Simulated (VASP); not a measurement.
# KTaO3 (Pm-3m) in VASP: notebook

Runs on KTaO3. Level: r2SCAN. Tasks: single point, relaxation of cell and atoms.

All numbers are computed with VASP 6.6.1; they aren't measurements. Logs are shortened: lines on timing, memory, paths and dates and some standing lists are left out, and cuts for length are marked.

### Step 1. The cell of the first run

Symmetry: Pm-3m, No. 221, cubic system. The conventional cell has a = 3.990 Å, b = 3.990 Å, c = 3.990 Å, α = 90.00°, β = 90.00°, γ = 90.00°. K (site symmetry m-3m) has 12 O at 2.82 Å and 8 Ta at 3.46 Å within 3.7 Å. Within 2.6 Å of Ta (site symmetry m-3m) lie 6 O at 2.00 Å. Within 2.6 Å of O (site symmetry 4/mmm) lie 2 Ta at 2.00 Å.

### Step 2. Single point, r2SCAN

Contents of POSCAR:

```
KTaO3
1.0
    3.9901837646      0.0000000000      0.0000000000
    0.0000000000      3.9901837646      0.0000000000
    0.0000000000      0.0000000000      3.9901837646
K Ta O
1 1 3
Direct
    0.5000000000      0.5000000000      0.5000000000
    0.0000000000      0.0000000000      0.0000000000
    0.5000000000      0.0000000000      0.0000000000
    0.0000000000      0.5000000000      0.0000000000
    0.0000000000      0.0000000000      0.5000000000
```

Contents of INCAR.step1:

```
SYSTEM = KTaO3
PREC = Accurate
ENCUT = 520
ISMEAR = 0
SIGMA = 0.02
LREAL = .False.
LASPH = .True.
NELM = 100
NBANDS = 27
GGA = PE
ALGO = Normal
EDIFF = 1E-4
LWAVE = .True.
LCHARG = .False.
```

Contents of INCAR.step2:

```
SYSTEM = KTaO3
PREC = Accurate
ENCUT = 520
EDIFF = 1E-6
ISMEAR = 0
SIGMA = 0.02
LREAL = .False.
LASPH = .True.
NELM = 100
ALGO = Normal
ISIF = 2
LWAVE = .False.
LCHARG = .True.
METAGGA = R2SCAN
LMIXTAU = .True.
LELF = .True.
LVHAR = .True.
NBANDS = 27
ISTART = 1
```

Contents of KPOINTS:

```
Automatic mesh
0
Gamma
  6 6 6
  0 0 0
```

Potentials or basis: VASP PAW PBE potentials, release 64 (K_sv, Ta_pv, O).

Started as:

```bash
> cat potpaw_PBE.64/K_sv/POTCAR potpaw_PBE.64/Ta_pv/POTCAR potpaw_PBE.64/O/POTCAR > POTCAR
> cp INCAR.step1 INCAR
> mpirun -np 1 vasp_std > vasp.out
> cp INCAR.step2 INCAR
> mpirun -np 1 vasp_std > vasp.out
```

OUTCAR:

```text
SYSTEM = KTaO3
   PREC = Accurate
   ENCUT = 520
   EDIFF = 1E-6
   ISMEAR = 0
   LREAL = .False.
   LASPH = .True.
   NELM = 100
   ISIF = 2
   METAGGA = R2SCAN
   ISTART = 1

 ion  position               nearest neighbor table
   1  0.500  0.500  0.500-   3 2.82   4 2.82   5 2.82   3 2.82   4 2.82   3 2.82   5 2.82   3 2.82
                             4 2.82   5 2.82   4 2.82   5 2.82   2 3.46   2 3.46   2 3.46   2 3.46
   2  0.000  0.000  0.000-   3 2.00   4 2.00   5 2.00   5 2.00   4 2.00   3 2.00   1 3.46   1 3.46
                             1 3.46   1 3.46   1 3.46   1 3.46   1 3.46   1 3.46
   3  0.500  0.000  0.000-   2 2.00   2 2.00   1 2.82   1 2.82   1 2.82   1 2.82
   4  0.000  0.500  0.000-   2 2.00   2 2.00   1 2.82   1 2.82   1 2.82   1 2.82
   5  0.000  0.000  0.500-   2 2.00   2 2.00   1 2.82   1 2.82   1 2.82   1 2.82

  LATTYP: Found a simple cubic cell.
 ALAT       =     3.9901837646

  Lattice vectors:

 A1 = (   3.9901837646,   0.0000000000,   0.0000000000)
 A2 = (   0.0000000000,   3.9901837646,   0.0000000000)
 A3 = (   0.0000000000,   0.0000000000,   3.9901837646)

Analysis of symmetry for initial positions (statically):
=====================================================================
 Subroutine PRICEL returns:
 Original cell was already a primitive cell.

 Routine SETGRP: Setting up the symmetry group for a
 simple cubic supercell.

 Subroutine GETGRP returns: Found 48 space group operations
 (whereof 48 operations were pure point group operations)
 out of a pool of 48 trial point group operations.

The static configuration has the point symmetry O_h .

Analysis of symmetry for dynamics (positions and initial velocities):
=====================================================================
 Subroutine PRICEL returns:
 Original cell was already a primitive cell.

 Routine SETGRP: Setting up the symmetry group for a
 simple cubic supercell.

 Subroutine GETGRP returns: Found 48 space group operations
 (whereof 48 operations were pure point group operations)
 out of a pool of 48 trial point group operations.

The dynamic configuration has the point symmetry O_h .

 Subroutine INISYM returns: Found 48 space group operations
 (whereof 48 operations are pure point group operations),
 and found     1 'primitive' translations

----------------------------------------------------------------------------------------

                                     Primitive cell

  volume of cell :      63.5300

  direct lattice vectors                    reciprocal lattice vectors
     3.990183765  0.000000000  0.000000000     0.250615024  0.000000000  0.000000000
     0.000000000  3.990183765  0.000000000     0.000000000  0.250615024  0.000000000
     0.000000000  0.000000000  3.990183765     0.000000000  0.000000000  0.250615024

  length of vectors
     3.990183765  3.990183765  3.990183765     0.250615024  0.250615024  0.250615024

  position of ions in fractional coordinates (direct lattice)
     0.500000000  0.500000000  0.500000000
     0.000000000  0.000000000  0.000000000
     0.500000000  0.000000000  0.000000000
     0.000000000  0.500000000  0.000000000
     0.000000000  0.000000000  0.500000000

  ion indices of the primitive-cell ions
   primitive index   ion index
                 1           1
                 2           2
                 3           3
                 4           4
                 5           5

----------------------------------------------------------------------------------------

 KPOINTS: Automatic mesh

Automatic generation of k-mesh.
 Grid dimensions read from file:
 generate k-points for:    6    6    6

 Generating k-lattice:

  Cartesian coordinates                     Fractional coordinates (reciprocal lattice)
     0.041769171  0.000000000  0.000000000     0.166666667  0.000000000  0.000000000
     0.000000000  0.041769171  0.000000000     0.000000000  0.166666667  0.000000000
     0.000000000  0.000000000  0.041769171     0.000000000  0.000000000  0.166666667

  Length of vectors
     0.041769171  0.041769171  0.041769171

  Shift w.r.t. Gamma in fractional coordinates (k-lattice)
     0.000000000  0.000000000  0.000000000

 Subroutine IBZKPT returns following result:
 ===========================================

 Found     20 irreducible k-points:

 Following reciprocal coordinates:
            Coordinates               Weight
  0.000000  0.000000  0.000000      1.000000
  0.166667  0.000000  0.000000      6.000000
  0.333333  0.000000  0.000000      6.000000
  0.500000  0.000000  0.000000      3.000000
  0.166667  0.166667  0.000000     12.000000
  0.333333  0.166667  0.000000     24.000000
[... 12 lines left out ...]
  0.500000  0.500000  0.333333      6.000000
  0.500000  0.500000  0.500000      1.000000
   k-points           NKPTS =     20   k-points in BZ     NKDIM =     20   number of bands    NBANDS=     27
   number of dos      NEDOS =    301   number of ions     NIONS =      5
[... 41 lines left out ...]
   METAGGA = R2SCAN    functional components
   LHFCALC =     F    Hartree Fock is set to
   AEXX    =    0.0000 exact exchange contribution
   IVDW    =     0    specifies the selected vdW correction
   LEPSILON=     F    determine dielectric tensor
   LRPA    =     F    only Hartree local field effects (RPA)
 non-spin polarized calculation
 Gauss-broadening in eV      SIGMA  =   0.02
  energy-cutoff  :      520.00
  volume of cell :       63.53
 maximum number of plane-waves:      1743
 NGX is ok and might be reduce to    30
   NGX = 15   NGY = 15   NGZ = 15

 number of electron      37.9999976 magnetization

 Free energy of the ion-electron system (eV)
  ---------------------------------------------------
  ext. energy  EPLUGINS =         0.00000000
  ---------------------------------------------------
  free energy    TOTEN  =       -87.16251451 eV

  energy without entropy =      -87.16251451  energy(sigma->0) =      -87.16251451

 E-fermi :   1.5240     XC(G=0): -11.5495

 val. band max:        1.4101153254   @ k =   0.5000   0.5000   0.5000
 cond. band min:       4.0045618733   @ k =   0.0000   0.0000   0.0000
 fundamental gap:      2.5944465480
 Fermi energy:         1.5240440434

 k-point     1 :       0.0000    0.0000    0.0000
  band No.  band energies     occupation
      1     -33.8764      2.00000
      2     -33.8764      2.00000
      3     -33.8764      2.00000
      4     -27.0408      2.00000
      5     -17.1367      2.00000
      6     -16.4686      2.00000
[... 19 lines left out ...]
     26      10.0428      0.00000
     27      10.0428      0.00000

 k-point     2 :       0.1667    0.0000    0.0000
  band No.  band energies     occupation
      1     -33.9017      2.00000
      2     -33.8755      2.00000
      3     -33.8755      2.00000
      4     -27.0340      2.00000
      5     -17.0672      2.00000
      6     -16.4631      2.00000
[... 19 lines left out ...]
     26      10.3968      0.00000
     27      10.4589      0.00000

 k-point     3 :       0.3333    0.0000    0.0000
  band No.  band energies     occupation
      1     -33.9518      2.00000
      2     -33.8738      2.00000
      3     -33.8738      2.00000
      4     -27.0205      2.00000
      5     -17.0283      2.00000
      6     -16.4524      2.00000
[... 19 lines left out ...]
     26      11.1484      0.00000
     27      12.0092      0.00000

 k-point     4 :       0.5000    0.0000    0.0000
  band No.  band energies     occupation
      1     -33.9764      2.00000
      2     -33.8729      2.00000
      3     -33.8729      2.00000
      4     -27.0137      2.00000
      5     -17.0330      2.00000
      6     -16.4465      2.00000
[... 19 lines left out ...]
     26      11.5544      0.00000
     27      12.6403      0.00000
[... 396 lines left out ...]
      4     -26.9925      2.00000
      5     -15.9487      2.00000
      6     -15.7736      2.00000
[... 19 lines left out ...]
     26      13.2111      0.00000
     27      13.3774      0.00000

 k-point    19 :       0.5000    0.5000    0.3333
  band No.  band energies     occupation
      1     -33.9689      2.00000
      2     -33.9689      2.00000
      3     -33.9436      2.00000
      4     -26.9889      2.00000
      5     -15.8444      2.00000
      6     -15.5359      2.00000
[... 19 lines left out ...]
     26      12.5715      0.00000
     27      13.4817      0.00000

 k-point    20 :       0.5000    0.5000    0.5000
  band No.  band energies     occupation
      1     -33.9680      2.00000
      2     -33.9680      2.00000
      3     -33.9680      2.00000
      4     -26.9852      2.00000
      5     -15.5169      2.00000
      6     -15.5169      2.00000
[... 19 lines left out ...]
     26      12.4870      0.00000
     27      13.2668      0.00000

------------------------ aborting loop because EDIFF is reached ----------------------------------------

  FORCE on cell =-STRESS in cart. coord.  units (eV):
  Direction    XX          YY          ZZ          XY          YZ          ZX
  --------------------------------------------------------------------------------------
  -------------------------------------------------------------------------------------
  Total        0.3648599      0.3648599      0.3648599     -0.0000000     -0.0000000      0.0000000
  in kB        9.2014862      9.2014862      9.2014862     -0.0000000     -0.0000000      0.0000000
  external PRESSURE =       9.2014862 kB  Pullay stress =       0.0000000 kB

 VOLUME and BASIS-vectors are now :
 -----------------------------------------------------------------------------
  energy-cutoff  :      520.00
  volume of cell :       63.53
      direct lattice vectors                 reciprocal lattice vectors
     3.990183765  0.000000000  0.000000000     0.250615024  0.000000000  0.000000000
     0.000000000  3.990183765  0.000000000     0.000000000  0.250615024  0.000000000
     0.000000000  0.000000000  3.990183765     0.000000000  0.000000000  0.250615024

 POSITION                                       TOTAL-FORCE (eV/Angst)
 -----------------------------------------------------------------------------------
      1.99509      1.99509      1.99509         0.000000      0.000000      0.000000
      0.00000      0.00000      0.00000         0.000000      0.000000      0.000000
      1.99509      0.00000      0.00000         0.000000      0.000000      0.000000
      0.00000      1.99509      0.00000         0.000000      0.000000      0.000000
      0.00000      0.00000      1.99509         0.000000      0.000000      0.000000
 -----------------------------------------------------------------------------------
    total drift:                                0.000000     -0.000000      0.000000

  FREE ENERGIE OF THE ION-ELECTRON SYSTEM (eV)
  ---------------------------------------------------
  free  energy   TOTEN  =       -87.1625145085 eV

  energy  without entropy=      -87.1625145085  energy(sigma->0) =      -87.16251451
```

Wall time 91 s (1 thread of AMD EPYC 7R13 (Zen 3), shared host); peak memory 0.16 GiB.

What came out:

| Item | Value |
| --- | --- |
| Free energy | -87.1625 eV |
| Pressure | 0.9 GPa |
| Band gap on the k mesh | 2.59 eV, indirect (least direct gap 3.25 eV) |

Levels at points of the mesh, in eV from the valence-band top:
```
           k point  band 16  band 17  band 18  band 19  band 20  band 21  band 22  band 23
(0.00, 0.00, 0.00)    -1.09    -0.65    -0.65    -0.65     2.59     2.59     2.59     7.05
(0.50, 0.00, 0.00)    -2.15    -1.54    -0.89    -0.89     2.75     5.42     5.42     7.08
(0.50, 0.50, 0.00)    -1.74    -1.46    -1.46    -0.04     5.46     5.46     6.77     8.09
(0.50, 0.50, 0.50)    -3.96     0.00     0.00     0.00     6.91     6.91     6.91     9.66
```

Caveat: the PAW data sets were made with another functional, which shifts forces and pressure a little; spin-orbit coupling is left out, which moves the levels of the heavy elements. r2SCAN opens gaps a little over a GGA but as a rule still falls short of measured ones.

[end of part 1 of 2]
